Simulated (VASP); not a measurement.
# Ir (Fm-3m) in VASP: further runs

Runs on Ir. Level: LDA. Tasks: single point.

Everything below comes from runs of VASP 6.6.1. Logs are shortened: lines on timing, memory, paths and dates and some standing lists are left out, and cuts for length are marked.

## 1. The cell of the first run

It takes space group Fm-3m (No. 225, cubic). The conventional cell has a = 3.812 Å, b = 3.812 Å, c = 3.812 Å, α = 90.00°, β = 90.00°, γ = 90.00°. Within 3.6 Å of Ir (site symmetry m-3m) lie 12 Ir at 2.70 Å.

## 2. Single point, LDA

INCAR reads:

```
PREC = Accurate ; ENCUT = 560
EDIFF = 1E-6 ; ISMEAR = -1
SIGMA = 0.1 ; LREAL = False
LASPH = True ; NELM = 120
ALGO = Normal ; ISIF = 2
LWAVE = False ; LCHARG = False
NBANDS = 14 ; GGA_COMPAT = False
```

KPOINTS reads:

```
Automatic mesh
0
Gamma
  14 14 14
```

POSCAR reads:

```
Ir
1.0
    0.0000000000      1.9060927673      1.9060927673
    1.9060927673      0.0000000000      1.9060927673
    1.9060927673      1.9060927673      0.0000000000
Ir
1
Direct
    0.0000000000      0.0000000000      0.0000000000
```

Potentials or basis: VASP PAW LDA potentials, release 64 (Ir_sv_GW).

The run is started by

```bash
> cat potpaw_LDA.64/Ir_sv_GW/POTCAR > POTCAR
> mpirun -np 1 vasp_std > vasp.out
```

OUTCAR:

```text
PREC = Accurate
   ENCUT = 560
   EDIFF = 1E-6
   ISMEAR = -1
   LREAL = False
   LASPH = True
   NELM = 120
   ISIF = 2

 ion  position               nearest neighbor table
   1  0.000  0.000  0.000-

  LATTYP: Found a face centered cubic cell.
 ALAT       =     3.8121855346

  Lattice vectors:

 A1 = (   0.0000000000,   1.9060927673,   1.9060927673)
 A2 = (   1.9060927673,   0.0000000000,   1.9060927673)
 A3 = (   1.9060927673,   1.9060927673,   0.0000000000)

Analysis of symmetry for initial positions (statically):
=====================================================================
 Subroutine PRICEL returns:
 Original cell was already a primitive cell.

 Routine SETGRP: Setting up the symmetry group for a
 face centered cubic supercell.

 Subroutine GETGRP returns: Found 48 space group operations
 (whereof 48 operations were pure point group operations)
 out of a pool of 48 trial point group operations.

The static configuration has the point symmetry O_h .

Analysis of symmetry for dynamics (positions and initial velocities):
=====================================================================
 Subroutine PRICEL returns:
 Original cell was already a primitive cell.

 Routine SETGRP: Setting up the symmetry group for a
 face centered cubic supercell.

 Subroutine GETGRP returns: Found 48 space group operations
 (whereof 48 operations were pure point group operations)
 out of a pool of 48 trial point group operations.

The dynamic configuration has the point symmetry O_h .

 Subroutine INISYM returns: Found 48 space group operations
 (whereof 48 operations are pure point group operations),
 and found     1 'primitive' translations

----------------------------------------------------------------------------------------

                                     Primitive cell

  volume of cell :      13.8504

  direct lattice vectors                    reciprocal lattice vectors
     0.000000000  1.906092767  1.906092767    -0.262316719  0.262316719  0.262316719
     1.906092767  0.000000000  1.906092767     0.262316719 -0.262316719  0.262316719
     1.906092767  1.906092767  0.000000000     0.262316719  0.262316719 -0.262316719

  length of vectors
     2.695622243  2.695622243  2.695622243     0.454345884  0.454345884  0.454345884

  position of ions in fractional coordinates (direct lattice)
     0.000000000  0.000000000  0.000000000

  ion indices of the primitive-cell ions
   primitive index   ion index
                 1           1

----------------------------------------------------------------------------------------

 KPOINTS: Automatic mesh

Automatic generation of k-mesh.
 Grid dimensions read from file:
 generate k-points for:   14   14   14

 Generating k-lattice:

  Cartesian coordinates                     Fractional coordinates (reciprocal lattice)
    -0.018736908  0.018736908  0.018736908     0.071428571  0.000000000  0.000000000
     0.018736908 -0.018736908  0.018736908     0.000000000  0.071428571  0.000000000
     0.018736908  0.018736908 -0.018736908     0.000000000  0.000000000  0.071428571

  Length of vectors
     0.032453277  0.032453277  0.032453277

  Shift w.r.t. Gamma in fractional coordinates (k-lattice)
     0.000000000  0.000000000  0.000000000

 Subroutine IBZKPT returns following result:
 ===========================================

 Found    104 irreducible k-points:

 Following reciprocal coordinates:
            Coordinates               Weight
  0.000000  0.000000  0.000000      1.000000
  0.071429  0.000000  0.000000      8.000000
  0.142857  0.000000  0.000000      8.000000
  0.214286  0.000000  0.000000      8.000000
  0.285714  0.000000  0.000000      8.000000
  0.357143  0.000000  0.000000      8.000000
[... 16 lines left out ...]
  0.214286  0.142857  0.000000     24.000000
  0.285714  0.142857  0.000000     24.000000
 [... further k-points ...]
   k-points           NKPTS =    104   k-points in BZ     NKDIM =    104   number of bands    NBANDS=     14
   number of dos      NEDOS =    301   number of ions     NIONS =      1
   total plane-waves  NPLWV =  13824
   dimension x,y,z NGX =    24 NGY =   24 NGZ =   24
   dimension x,y,z NGXF=    48 NGYF=   48 NGZF=   48
   ions per type =               1
   NGX,Y,Z   is equivalent  to a cutoff of  14.80, 14.80, 14.80 a.u.
   NGXF,Y,Z  is equivalent  to a cutoff of  29.60, 29.60, 29.60 a.u.
 SYSTEM =  unknown system
   PREC   = accura    normal or accurate (medium, high low for compatibility)
   ISTART =      0    job   : 0-new  1-cont  2-samecut
   ICHARG =      2    charge: 1-file 2-atom 10-const
   ISPIN  =      1    spin polarized calculation?
   LNONCOLLINEAR =      F non collinear calculations
   LSORBIT =      F    spin-orbit coupling
   LASPH  =      T    aspherical Exc in radial PAW
   ENCUT  =  560.0 eV  41.16 Ry    6.42 a.u.   5.20  5.20  5.20*2*pi/ulx,y,z
   NELM   =    120;   NELMIN=  2; NELMDL= -5     # of ELM steps
   EDIFF  = 0.1E-05   stopping-criterion for ELM
   LREAL  =      F    real-space projection
   EDIFFG = 0.1E-04   stopping-criterion for IOM
   NSW    =      0    number of steps for IOM
   IBRION =     -1    ionic relax: 0-MD 1-quasi-New 2-CG
   NFREE  =      0    steps in history (QN), initial steepest desc. (CG)
   ISIF   =      2    stress and relaxation
   ISYM   =      2    0-nonsym 1-usesym 2-fastsym
   POTIM  = 0.5000    time-step for ionic-motion
   TEBEG  =    0.0;   TEEND  =   0.0 temperature during run
   PSTRESS=    0.0 pullay stress
   NELECT =      17.0000    total number of electrons
   NUPDOWN=      -1.0000    fix difference up-down
   EMIN   =  10.00;   EMAX   =-10.00  energy-range for DOS
   EFERMI =   0.00;   METHOD = LEGACY
   ISMEAR =    -1;   SIGMA  =   0.10  broadening in eV -4-tet -1-fermi 0-gaus
   EFERMI_NEDOS =   21; number of points for ismear=-14 and -15
   IALGO  =     38    algorithm
   IMIX   =      4    mixing-type and parameters
     AMIX     =   0.40;   BMIX     =  1.00
     AMIX_MAG =   1.60;   BMIX_MAG =  1.00
  volume/ion in A,a.u.               =      13.85        93.47
  Fermi-wavevector in a.u.,A,eV,Ry     =   1.752819  3.312348 41.802199  3.072375
  Thomas-Fermi vector in A             =   2.823075
   LORBIT       =      0    0 simple, 1 ext, 2 COOP (PROOUT), +10 PAW based schemes
   GGA     = CA    functional components
   LHFCALC =     F    Hartree Fock is set to
   AEXX    =    0.0000 exact exchange contribution
   IVDW    =     0    specifies the selected vdW correction
   LEPSILON=     F    determine dielectric tensor
   LRPA    =     F    only Hartree local field effects (RPA)
 non-spin polarized calculation
  energy-cutoff  :      560.00
  volume of cell :       13.85
 maximum number of plane-waves:       444
 NGX is ok and might be reduce to    24
   NGX = 11   NGY = 11   NGZ = 11

 number of electron      17.0000000 magnetization

 Free energy of the ion-electron system (eV)
  ---------------------------------------------------
  ext. energy  EPLUGINS =         0.00000000
  ---------------------------------------------------
  free energy    TOTEN  =       -10.91442720 eV

  energy without entropy =      -10.88062283  energy(sigma->0) =      -10.89752502

 E-fermi :  12.9939     XC(G=0): -14.9202

 val. band max:       12.9884378237   @ k =   0.5000   0.4286   0.0000
 cond. band min:      13.0308193376   @ k =  -0.3571   0.2857   0.0000
 fundamental gap:      0.0423815140
 Fermi energy:        12.9938563196

 k-point     1 :       0.0000    0.0000    0.0000
  band No.  band energies     occupation
      1     -79.5286      2.00000
      2     -36.1696      2.00000
      3     -36.1696      2.00000
      4     -36.1696      2.00000
      5       1.7624      2.00000
      6       9.0404      2.00000
      7       9.0404      2.00000
      8       9.0404      2.00000
      9      11.8529      1.99998
     10      11.8529      1.99998
     11      26.6600      0.00000
     12      32.2510      0.00000
     13      32.2510      0.00000
     14      32.2510      0.00000

 k-point     2 :       0.0714    0.0000    0.0000
  band No.  band energies     occupation
      1     -79.5250      2.00000
      2     -36.2139      2.00000
      3     -36.1756      2.00000
      4     -36.1756      2.00000
      5       1.9956      2.00000
      6       8.9160      2.00000
      7       9.1404      2.00000
      8       9.1404      2.00000
      9      11.7867      1.99999
     10      11.7867      1.99999
     11      27.0675      0.00000
     12      31.2675      0.00000
     13      32.6461      0.00000
     14      32.6461      0.00000

 k-point     3 :       0.1429    0.0000    0.0000
  band No.  band energies     occupation
      1     -79.5148      2.00000
      2     -36.3375      2.00000
      3     -36.1926      2.00000
      4     -36.1926      2.00000
      5       2.6508      2.00000
      6       8.6350      2.00000
      7       9.3733      2.00000
      8       9.3733      2.00000
      9      11.6808      2.00000
     10      11.6808      2.00000
     11      28.0916      0.00000
     12      29.5109      0.00000
     13      33.7803      0.00000
     14      33.7803      0.00000
[... 324 lines left out ...]
 k-point    23 :       0.2143    0.1429    0.0000
  band No.  band energies     occupation
      1     -79.4991      2.00000
      2     -36.4466      2.00000
      3     -36.2607      2.00000
      4     -36.2535      2.00000
      5       3.6754      2.00000
      6       7.8281      2.00000
      7       9.8700      2.00000
      8      10.0655      2.00000
      9      10.7748      2.00000
     10      12.4131      1.99401
     11      29.6608      0.00000
     12      29.9221      0.00000
     13      32.9000      0.00000
     14      33.4549      0.00000

 k-point    24 :       0.2857    0.1429    0.0000
  band No.  band energies     occupation
      1     -79.4848      2.00000
      2     -36.6039      2.00000
      3     -36.2911      2.00000
      4     -36.2814      2.00000
      5       4.5635      2.00000
      6       7.6538      2.00000
      7       9.4258      2.00000
      8      10.1954      2.00000
      9      11.5915      2.00000
     10      12.8267      1.68365
     11      27.8829      0.00000
     12      30.5832      0.00000
     13      33.0304      0.00000
     14      33.7641      0.00000

 [... further k-points ...]

------------------------ aborting loop because EDIFF is reached ----------------------------------------

  FORCE on cell =-STRESS in cart. coord.  units (eV):
  Direction    XX          YY          ZZ          XY          YZ          ZX
  --------------------------------------------------------------------------------------
  -------------------------------------------------------------------------------------
  Total       -0.0273690     -0.0273690     -0.0273690      0.0000000     -0.0000000      0.0000000
  in kB       -3.1659706     -3.1659706     -3.1659706      0.0000000     -0.0000000      0.0000000
  external PRESSURE =      -3.1659706 kB  Pullay stress =       0.0000000 kB

 VOLUME and BASIS-vectors are now :
 -----------------------------------------------------------------------------
  energy-cutoff  :      560.00
  volume of cell :       13.85
      direct lattice vectors                 reciprocal lattice vectors
     0.000000000  1.906092767  1.906092767    -0.262316719  0.262316719  0.262316719
     1.906092767  0.000000000  1.906092767     0.262316719 -0.262316719  0.262316719
     1.906092767  1.906092767  0.000000000     0.262316719  0.262316719 -0.262316719

 POSITION                                       TOTAL-FORCE (eV/Angst)
 -----------------------------------------------------------------------------------
      0.00000      0.00000      0.00000        -0.000000     -0.000000     -0.000000
 -----------------------------------------------------------------------------------
    total drift:                                0.000000      0.000000     -0.000000

  FREE ENERGIE OF THE ION-ELECTRON SYSTEM (eV)
  ---------------------------------------------------
  free  energy   TOTEN  =       -10.9144272038 eV

  energy  without entropy=      -10.8806228343  energy(sigma->0) =      -10.89752502
```

It took 7.6 s on 1 thread of Intel Xeon 6975P-C (Granite Rapids), shared host; peak memory 0.15 GiB.

Results:

| Quantity | Value |
| --- | --- |
| Free energy | -10.9144 eV |
| Pressure | -0.3 GPa |
| Band gap on the k mesh | zero (an odd number of electrons rules out a gap without spin polarisation) |

Caveat: spin-orbit coupling is left out, which moves the levels of the heavy elements.

## 3. Single point, LDA

INCAR reads:

```
SYSTEM = Ir
PREC = Accurate
ENCUT = 560
EDIFF = 1E-6
ISMEAR = 0
SIGMA = 0.6
LREAL = .FALSE.
LASPH = .TRUE.
NELM = 120
ALGO = Normal
ISIF = 2
LWAVE = .FALSE.
LCHARG = .FALSE.
NBANDS = 14
GGA_COMPAT = .FALSE.
```

KPOINTS reads:

```
regular mesh
0
G
  14 14 14
  0 0 0
```

POSCAR reads:

```
Ir
1.0
    0.0000000000      1.9060927672      1.9060927672
    1.9060927672      0.0000000000      1.9060927672
    1.9060927672      1.9060927672      0.0000000000
Ir
1
Direct
    0.0000000000      0.0000000000      0.0000000000
```

Potentials or basis: VASP PAW LDA potentials, release 64 (Ir_sv_GW).

The run is started by

```bash
> cat potpaw_LDA.64/Ir_sv_GW/POTCAR > POTCAR
> mpirun -np 1 vasp_std > vasp.out
```

OUTCAR:

```text
SYSTEM = Ir
   PREC = Accurate
   ENCUT = 560
   EDIFF = 1E-6
   ISMEAR = 0
   LREAL = .FALSE.
   LASPH = .TRUE.
   NELM = 120
   ISIF = 2

 ion  position               nearest neighbor table
   1  0.000  0.000  0.000-

  LATTYP: Found a face centered cubic cell.
 ALAT       =     3.8121855344

  Lattice vectors:

 A1 = (   0.0000000000,   1.9060927672,   1.9060927672)
 A2 = (   1.9060927672,   0.0000000000,   1.9060927672)
 A3 = (   1.9060927672,   1.9060927672,   0.0000000000)

Analysis of symmetry for initial positions (statically):
=====================================================================
 Subroutine PRICEL returns:
 Original cell was already a primitive cell.

 Routine SETGRP: Setting up the symmetry group for a
 face centered cubic supercell.

 Subroutine GETGRP returns: Found 48 space group operations
 (whereof 48 operations were pure point group operations)
 out of a pool of 48 trial point group operations.

The static configuration has the point symmetry O_h .

Analysis of symmetry for dynamics (positions and initial velocities):
=====================================================================
 Subroutine PRICEL returns:
 Original cell was already a primitive cell.

 Routine SETGRP: Setting up the symmetry group for a
 face centered cubic supercell.

 Subroutine GETGRP returns: Found 48 space group operations
 (whereof 48 operations were pure point group operations)
 out of a pool of 48 trial point group operations.

The dynamic configuration has the point symmetry O_h .

 Subroutine INISYM returns: Found 48 space group operations
 (whereof 48 operations are pure point group operations),
 and found     1 'primitive' translations

----------------------------------------------------------------------------------------

                                     Primitive cell

  volume of cell :      13.8504
[... 113 lines left out ...]
   LHFCALC =     F    Hartree Fock is set to
   AEXX    =    0.0000 exact exchange contribution
   IVDW    =     0    specifies the selected vdW correction
   LEPSILON=     F    determine dielectric tensor
   LRPA    =     F    only Hartree local field effects (RPA)
 non-spin polarized calculation
 Gauss-broadening in eV      SIGMA  =   0.60
  energy-cutoff  :      560.00
  volume of cell :       13.85
 maximum number of plane-waves:       444
 NGX is ok and might be reduce to    24
   NGX = 11   NGY = 11   NGZ = 11

 number of electron      17.0000000 magnetization

 Free energy of the ion-electron system (eV)
  ---------------------------------------------------
  ext. energy  EPLUGINS =         0.00000000
  ---------------------------------------------------
  free energy    TOTEN  =       -10.98549761 eV

  energy without entropy =      -10.81201852  energy(sigma->0) =      -10.89875807

 E-fermi :  13.0318     XC(G=0): -14.9192

 val. band max:       12.9938986173   @ k =   0.5000   0.4286   0.0000
 cond. band min:      13.0395579103   @ k =  -0.3571   0.2857   0.0000
 fundamental gap:      0.0456592931
 Fermi energy:        13.0318202715

 k-point     1 :       0.0000    0.0000    0.0000
  band No.  band energies     occupation
      1     -79.5142      2.00000
      2     -36.1569      2.00000
      3     -36.1569      2.00000
      4     -36.1569      2.00000
      5       1.7622      2.00000
      6       9.0476      2.00000
      7       9.0476      2.00000
      8       9.0476      2.00000
      9      11.8591      1.99429
     10      11.8591      1.99429
     11      26.6606      0.00000
     12      32.2492      0.00000
     13      32.2492      0.00000
     14      32.2492      0.00000
[... 377 lines left out ...]
      1     -79.4704      2.00000
      2     -36.5915      2.00000
      3     -36.2785      2.00000
      4     -36.2688      2.00000
      5       4.5640      2.00000
      6       7.6597      2.00000
      7       9.4312      2.00000
      8      10.2023      2.00000
      9      11.5981      1.99927
     10      12.8337      1.35950
     11      27.8823      0.00000
     12      30.5858      0.00000
     13      33.0314      0.00000
     14      33.7649      0.00000

 [... further k-points ...]

------------------------ aborting loop because EDIFF is reached ----------------------------------------

  FORCE on cell =-STRESS in cart. coord.  units (eV):
  Direction    XX          YY          ZZ          XY          YZ          ZX
  --------------------------------------------------------------------------------------
  -------------------------------------------------------------------------------------
  Total        0.0931043      0.0931043      0.0931043      0.0000000      0.0000000      0.0000000
  in kB       10.7700657     10.7700657     10.7700657      0.0000000      0.0000000      0.0000000
  external PRESSURE =      10.7700657 kB  Pullay stress =       0.0000000 kB

 VOLUME and BASIS-vectors are now :
 -----------------------------------------------------------------------------
  energy-cutoff  :      560.00
  volume of cell :       13.85
      direct lattice vectors                 reciprocal lattice vectors
     0.000000000  1.906092767  1.906092767    -0.262316719  0.262316719  0.262316719
     1.906092767  0.000000000  1.906092767     0.262316719 -0.262316719  0.262316719
     1.906092767  1.906092767  0.000000000     0.262316719  0.262316719 -0.262316719

 POSITION                                       TOTAL-FORCE (eV/Angst)
 -----------------------------------------------------------------------------------
      0.00000      0.00000      0.00000         0.000000     -0.000000     -0.000000
 -----------------------------------------------------------------------------------
    total drift:                               -0.000000     -0.000000      0.000000

  FREE ENERGIE OF THE ION-ELECTRON SYSTEM (eV)
  ---------------------------------------------------
  free  energy   TOTEN  =       -10.9854976138 eV

  energy  without entropy=      -10.8120185199  energy(sigma->0) =      -10.89875807
```

stdout:

```text
POSCAR found type information on POSCAR Ir
 POSCAR found :  1 types and       1 ions
 scaLAPACK will be used
 LDA part: xc-table for (Slater(with rela. corr.)+CA(PZ))
 , standard interpolation
 POSCAR, INCAR and KPOINTS ok, starting setup
 FFT: planning ... GRIDC
 FFT: planning ... GRID_SOFT
 FFT: planning ... GRID
 WAVECAR not read
 entering main loop
```

It took 14 s on 1 thread of AMD EPYC 9R45 (Zen 5), shared host; peak memory 0.12 GiB.

Results:

```
Free energy            : -10.9855 eV
Pressure               : 1.1 GPa
Band gap on the k mesh : zero (an odd number of electrons rules out a gap without spin polarisation)
```

Caveat: so wide a smearing shifts energies and pressures; spin-orbit coupling is left out, which moves the levels of the heavy elements.

(Part 1 of 2 ends here.)

The gap in the log of VASP goes by the Fermi energy; the results here count the filled bands.